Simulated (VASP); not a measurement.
# Cl (P6_3/mmc) in VASP: relaxation of shape and atoms at fixed volume with LDA

Aim: the relaxation of shape and atoms at fixed volume of Cl with LDA.

Program: VASP 6.6.1. These are calculated values, not measurements. Logs are shortened: lines on timing, memory, paths and dates and some standing lists are left out, and cuts for length are marked.

## Step 1: The cell of the first run

It takes space group P6_3/mmc (No. 194, hexagonal). The conventional cell has a = 2.867 Å, b = 2.867 Å, c = 3.284 Å, α = 90.00°, β = 90.00°, γ = 120.00°. Within 3.1 Å of Cl (site symmetry -6m2) lie 12 Cl at 2.33 to 2.87 Å.

## Step 2: Relaxation of shape and atoms at fixed volume, LDA

INCAR

```
  PREC = Accurate
  ENCUT = 600
  EDIFF = 1E-6
  ISMEAR = -1
  SIGMA = 0.1
  LREAL = False
  LASPH = True
  NELM = 60
  ALGO = Normal
  ISIF = 4
  LWAVE = False
  LCHARG = False
  GGA = CA
  IBRION = 2
  NSW = 50
  EDIFFG = -0.005
```

KPOINTS

```
Automatic mesh
0
Gamma
  15 15 8
```

POSCAR

```
Cl
1.0
    2.8672992184      0.0000000000      0.0000000000
   -1.4336496092      2.4831539634      0.0000000000
    0.0000000000      0.0000000000      3.2841591896
Cl
2
Direct
    0.3333333333      0.6666666667      0.2500000000
    0.6666666667      0.3333333333      0.7500000000
```

Potentials or basis: VASP PAW LDA potentials, release 64 (Cl).

On the command line:

```
> cat potpaw_LDA.64/Cl/POTCAR > POTCAR
> mpirun -np 1 vasp_std > vasp.out
```

OUTCAR:

```text
PREC = Accurate
   ENCUT = 600
   EDIFF = 1E-6
   ISMEAR = -1
   LREAL = False
   LASPH = True
   NELM = 60
   ISIF = 4
   GGA = CA
   IBRION = 2
   NSW = 50
   EDIFFG = -0.005

 ion  position               nearest neighbor table
   1  0.333  0.667  0.250-   2 2.33   2 2.33   2 2.33   2 2.33   2 2.33   2 2.33
   2  0.667  0.333  0.750-   1 2.33   1 2.33   1 2.33   1 2.33   1 2.33   1 2.33

  LATTYP: Found a hexagonal cell.
 ALAT       =     2.8672992184
 C/A-ratio  =     1.1453841889

  Lattice vectors:

 A1 = (   2.8672992184,   0.0000000000,   0.0000000000)
 A2 = (  -1.4336496092,   2.4831539634,   0.0000000000)
 A3 = (   0.0000000000,   0.0000000000,   3.2841591896)

Analysis of symmetry for initial positions (statically):
=====================================================================
 Subroutine PRICEL returns:
 Original cell was already a primitive cell.

 Routine SETGRP: Setting up the symmetry group for a
 hexagonal supercell.

 Subroutine GETGRP returns: Found 24 space group operations
 (whereof 12 operations were pure point group operations)
 out of a pool of 24 trial point group operations.

The static configuration has the point symmetry D_3d.
 The point group associated with its full space group is D_6h.

Analysis of symmetry for dynamics (positions and initial velocities):
=====================================================================
 Subroutine PRICEL returns:
 Original cell was already a primitive cell.

 Routine SETGRP: Setting up the symmetry group for a
 hexagonal supercell.

 Subroutine GETGRP returns: Found 24 space group operations
 (whereof 12 operations were pure point group operations)
 out of a pool of 24 trial point group operations.

The dynamic configuration has the point symmetry D_3d.
 The point group associated with its full space group is D_6h.

 Subroutine INISYM returns: Found 24 space group operations
 (whereof 12 operations are pure point group operations),
 and found     1 'primitive' translations

----------------------------------------------------------------------------------------

                                     Primitive cell

  volume of cell :      23.3830

  direct lattice vectors                    reciprocal lattice vectors
     2.867299218  0.000000000  0.000000000     0.348760253  0.201356826  0.000000000
    -1.433649609  2.483153963  0.000000000     0.000000000  0.402713652  0.000000000
     0.000000000  0.000000000  3.284159190     0.000000000  0.000000000  0.304491939

  length of vectors
     2.867299218  2.867299218  3.284159190     0.402713652  0.402713652  0.304491939

  position of ions in fractional coordinates (direct lattice)
     0.333333333  0.666666667  0.250000000
     0.666666667  0.333333333  0.750000000

  ion indices of the primitive-cell ions
   primitive index   ion index
                 1           1
                 2           2

----------------------------------------------------------------------------------------

 KPOINTS: Automatic mesh

Automatic generation of k-mesh.
 Grid dimensions read from file:
 generate k-points for:   15   15    8

 Generating k-lattice:

  Cartesian coordinates                     Fractional coordinates (reciprocal lattice)
     0.023250684  0.013423788  0.000000000     0.066666667  0.000000000  0.000000000
     0.000000000  0.026847577  0.000000000     0.000000000  0.066666667  0.000000000
     0.000000000  0.000000000  0.038061492     0.000000000  0.000000000  0.125000000

  Length of vectors
     0.026847577  0.026847577  0.038061492

  Shift w.r.t. Gamma in fractional coordinates (k-lattice)
     0.000000000  0.000000000  0.000000000

 Subroutine IBZKPT returns following result:
 ===========================================

 Found    135 irreducible k-points:

 Following reciprocal coordinates:
            Coordinates               Weight
  0.000000  0.000000  0.000000      1.000000
  0.066667  0.000000  0.000000      6.000000
  0.133333  0.000000  0.000000      6.000000
  0.200000  0.000000  0.000000      6.000000
  0.266667  0.000000  0.000000      6.000000
  0.333333 -0.000000  0.000000      6.000000
[... 16 lines left out ...]
  0.333333  0.200000  0.000000     12.000000
  0.400000  0.200000  0.000000      6.000000
 [... further k-points ...]
   k-points           NKPTS =    135   k-points in BZ     NKDIM =    135   number of bands    NBANDS=     11
   number of dos      NEDOS =    301   number of ions     NIONS =      2
   total plane-waves  NPLWV =  16128
   dimension x,y,z NGX =    24 NGY =   24 NGZ =   28
   dimension x,y,z NGXF=    48 NGYF=   48 NGZF=   56
   ions per type =               2
   NGX,Y,Z   is equivalent  to a cutoff of  13.92, 13.92, 14.17 a.u.
   NGXF,Y,Z  is equivalent  to a cutoff of  27.83, 27.83, 28.35 a.u.
 SYSTEM =  unknown system
   PREC   = accura    normal or accurate (medium, high low for compatibility)
   ISTART =      0    job   : 0-new  1-cont  2-samecut
   ICHARG =      2    charge: 1-file 2-atom 10-const
   ISPIN  =      1    spin polarized calculation?
   LNONCOLLINEAR =      F non collinear calculations
   LSORBIT =      F    spin-orbit coupling
   LASPH  =      T    aspherical Exc in radial PAW
   ENCUT  =  600.0 eV  44.10 Ry    6.64 a.u.   5.73  5.73  6.56*2*pi/ulx,y,z
   NELM   =     60;   NELMIN=  2; NELMDL= -5     # of ELM steps
   EDIFF  = 0.1E-05   stopping-criterion for ELM
   LREAL  =      F    real-space projection
   EDIFFG = -.5E-02   stopping-criterion for IOM
   NSW    =     50    number of steps for IOM
   IBRION =      2    ionic relax: 0-MD 1-quasi-New 2-CG
   NFREE  =      1    steps in history (QN), initial steepest desc. (CG)
   ISIF   =      4    stress and relaxation
   ISYM   =      2    0-nonsym 1-usesym 2-fastsym
   POTIM  = 0.5000    time-step for ionic-motion
   TEBEG  =    0.0;   TEEND  =   0.0 temperature during run
   PSTRESS=    0.0 pullay stress
   NELECT =      14.0000    total number of electrons
   NUPDOWN=      -1.0000    fix difference up-down
   EMIN   =  10.00;   EMAX   =-10.00  energy-range for DOS
   EFERMI =   0.00;   METHOD = LEGACY
   ISMEAR =    -1;   SIGMA  =   0.10  broadening in eV -4-tet -1-fermi 0-gaus
   EFERMI_NEDOS =   21; number of points for ismear=-14 and -15
   IALGO  =     38    algorithm
   IMIX   =      4    mixing-type and parameters
     AMIX     =   0.40;   BMIX     =  1.00
     AMIX_MAG =   1.60;   BMIX_MAG =  1.00
  volume/ion in A,a.u.               =      11.69        78.90
  Fermi-wavevector in a.u.,A,eV,Ry     =   1.379803  2.607450 25.903554  1.903858
  Thomas-Fermi vector in A             =   2.504739
   LORBIT       =      0    0 simple, 1 ext, 2 COOP (PROOUT), +10 PAW based schemes
   GGA     = CA    functional components
   LHFCALC =     F    Hartree Fock is set to
   AEXX    =    0.0000 exact exchange contribution
   IVDW    =     0    specifies the selected vdW correction
   LEPSILON=     F    determine dielectric tensor
   LRPA    =     F    only Hartree local field effects (RPA)
 conjugate gradient relaxation of ions
 non-spin polarized calculation
  energy-cutoff  :      600.00
  volume of cell :       23.38
 maximum number of plane-waves:       806
 NGX is ok and might be reduce to    24
   NGX = 11   NGY = 11   NGZ = 13

--------------------------------------- Ionic step        1  -------------------------------------------

 number of electron      13.9999999 magnetization

 Free energy of the ion-electron system (eV)
  ---------------------------------------------------
  ext. energy  EPLUGINS =         0.00000000
  ---------------------------------------------------
  free energy    TOTEN  =        -0.74933679 eV

  energy without entropy =       -0.71297949  energy(sigma->0) =       -0.73115814

------------------------ aborting loop because EDIFF is reached ----------------------------------------

  FORCE on cell =-STRESS in cart. coord.  units (eV):
  Direction    XX          YY          ZZ          XY          YZ          ZX
  --------------------------------------------------------------------------------------
  -------------------------------------------------------------------------------------
  Total       10.4119579     10.4119579     17.1208841      0.0000000      0.0000000      0.0000000
  in kB      713.4148115    713.4148115   1173.1023503      0.0000000      0.0000000      0.0000000
  external PRESSURE =     866.6439911 kB  Pullay stress =       0.0000000 kB
[... 89 lines left out ...]
  FREE ENERGIE OF THE ION-ELECTRON SYSTEM (eV)
  ---------------------------------------------------
  free  energy   TOTEN  =        -1.2601655379 eV

  energy  without entropy=       -1.2183093416  energy(sigma->0) =       -1.23923744

[... ionic steps 4 to 15 ...]

--------------------------------------- Ionic step       16  -------------------------------------------

 number of electron      13.9999997 magnetization

------------------------ aborting loop because EDIFF is reached ----------------------------------------

  FORCE on cell =-STRESS in cart. coord.  units (eV):
  Direction    XX          YY          ZZ          XY          YZ          ZX
  --------------------------------------------------------------------------------------
  -------------------------------------------------------------------------------------
  Total       10.4083409     10.4083409     10.4633156      0.0000000     -0.0000000      0.0000000
  in kB      713.1669775    713.1669775    716.9337810      0.0000000     -0.0000000      0.0000000
  external PRESSURE =     714.4225787 kB  Pullay stress =       0.0000000 kB
[... 57 lines left out ...]
  energy  without entropy=       -1.2184498997  energy(sigma->0) =       -1.23931956

--------------------------------------- Ionic step       18  -------------------------------------------

 number of electron      13.9999998 magnetization

 Free energy of the ion-electron system (eV)
  ---------------------------------------------------
  ext. energy  EPLUGINS =         0.00000000
  ---------------------------------------------------
  free energy    TOTEN  =        -1.26019972 eV

  energy without entropy =       -1.21840940  energy(sigma->0) =       -1.23930456

 E-fermi :  11.1679     XC(G=0): -12.8989

 val. band max:       11.1564766335   @ k =   0.2667   0.1333   0.1250
 cond. band min:      11.1724157023   @ k =   0.0000   0.0000   0.5000
 fundamental gap:      0.0159390688
 Fermi energy:        11.1678546109

 k-point     1 :       0.0000    0.0000    0.0000
  band No.  band energies     occupation
      1     -10.6109      2.00000
      2      -3.6310      2.00000
      3       0.6854      2.00000
      4      10.0022      1.99998
      5      10.0022      1.99998
      6      12.3638      0.00001
      7      12.3638      0.00001
      8      14.4261      0.00000
      9      18.5502      0.00000
     10      23.4154      0.00000
     11      23.4154      0.00000
[... 309 lines left out ...]
 k-point    24 :       0.4000    0.2000    0.0000
  band No.  band energies     occupation
      1      -5.6768      2.00000
      2      -4.0734      2.00000
      3       2.5781      2.00000
      4       5.4831      2.00000
      5       5.5171      2.00000
      6       5.9496      2.00000
      7       7.6163      2.00000
      8       9.5462      2.00000
      9      17.0716      0.00000
     10      19.8325      0.00000
     11      25.4005      0.00000

 [... further k-points ...]
[... 5 lines left out ...]
  --------------------------------------------------------------------------------------
  -------------------------------------------------------------------------------------
  Total       10.4180695     10.4180695     10.4085813      0.0000000      0.0000000      0.0000000
  in kB      713.8335723    713.8335724    713.1834485      0.0000000      0.0000000      0.0000000
  external PRESSURE =     713.6168644 kB  Pullay stress =       0.0000000 kB
[... 17 lines left out ...]
  FREE ENERGIE OF THE ION-ELECTRON SYSTEM (eV)
  ---------------------------------------------------
  free  energy   TOTEN  =        -1.2601997247 eV

  energy  without entropy=       -1.2184093972  energy(sigma->0) =       -1.23930456

 reached required accuracy - stopping structural energy minimisation
```

Run time: 98 s. Hardware: 1 thread of Intel Xeon Platinum 8259CL at 2.50GHz (Skylake/Cascade Lake), shared host; peak memory 0.15 GiB.

Results:

```yaml
Free_energy: -1.2602 eV
Energy_gained_by_relaxing: 255.4 meV/atom
Ionic_steps: 18
Pressure_after_relaxing: 71.4 GPa
Band_gap_on_the_k_mesh: zero (band 7 reaches 12.52 eV, above the bottom of band 8 at 8.10 eV)
```

The path:
| step | energy change (eV) | largest force (eV/Å) | pressure (GPa) | volume (Å³) |
| --- | --- | --- | --- | --- |
| 1 | 0.0000 | 0.0000 | 86.66 | 23.38 |
| 2 | -0.4706 | 0.0000 | 74.72 | 23.38 |
| 3 | -0.5108 | 0.0000 | 71.27 | 23.38 |
| 4 | -0.5108 | 0.0000 | 71.48 | 23.38 |
| 5 | -0.5108 | 0.0000 | 71.47 | 23.38 |
| 6 | -0.5108 | 0.0000 | 71.47 | 23.38 |
| 7 | -0.5108 | 0.0000 | 71.47 | 23.38 |
| 8 | -0.5108 | 0.0000 | 71.47 | 23.38 |
| 9 | -0.5108 | 0.0000 | 71.47 | 23.38 |
| 10 | -0.5108 | 0.0000 | 71.47 | 23.38 |
| 11 | -0.5108 | 0.0000 | 71.47 | 23.38 |
| 12 | -0.5108 | 0.0000 | 71.47 | 23.38 |
| 13 | -0.5108 | 0.0000 | 71.47 | 23.38 |
| 14 | -0.5108 | 0.0000 | 71.46 | 23.38 |
| 15 | -0.5108 | 0.0000 | 71.45 | 23.38 |
| 16 | -0.5108 | 0.0000 | 71.44 | 23.38 |
| 17 | -0.5109 | 0.0000 | 71.42 | 23.38 |
| 18 | -0.5109 | 0.0000 | 71.36 | 23.38 |

Final structure:
```
Cl
1.0
     2.66558    0.00000    0.00000
    -1.33279    2.30846    0.00000
     0.00000    0.00000    3.80003
Cl
2
Cartesian
  0.0000 1.5390 0.9500
  1.3328 0.7695 2.8500
```
